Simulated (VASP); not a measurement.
Runs of VASP 6.6.1 on Y. The structure is that of space group Fd-3m (No. 227), or close to it. The cells are those of the table. This isn't the form of Y at room conditions, which is hcp.

```tsv
task	spin	cell	k mesh	cutoff (eV)	smearing	gap on the mesh (eV)	pressure (GPa)	moment (μB)
relaxation of cell and atoms	off	relaxed from a = 5.014 Å, angles 60.0°, 2 atoms	8 × 8 × 8	600	fermi-dirac 0.1 eV	none	0.0	-
single point	off	a = 5.014 Å, angles 60.0°, 2 atoms	8 × 8 × 8	520	fermi-dirac 0.1 eV	none	0.1	-
single point	collinear	a = 4.985 Å, angles 60.0°, 2 atoms	8 × 8 × 8	520	fermi-dirac 0.05 eV	none	0.0	0.00
single point	off	a = 5.014 Å, angles 60.0°, 2 atoms	13 × 13 × 13	520	fermi-dirac 0.1 eV	none	0.1	-
single point	collinear	a = 4.777 Å, angles 60.0°, 2 atoms	13 × 13 × 13	520	fermi-dirac 0.05 eV	none	2.0	(a)
```

Alike in all rows: level PBE; potentials or basis VASP PAW PBE potentials, release 64 (Y_sv).

**Question.** Estimate the missing entries.

**Answer.** (a) 0.01.

A k mesh can miss the band edges, and the runs leave out spin-orbit coupling on Y.

A gap of «none» marks levels without a gap at the run's occupations.
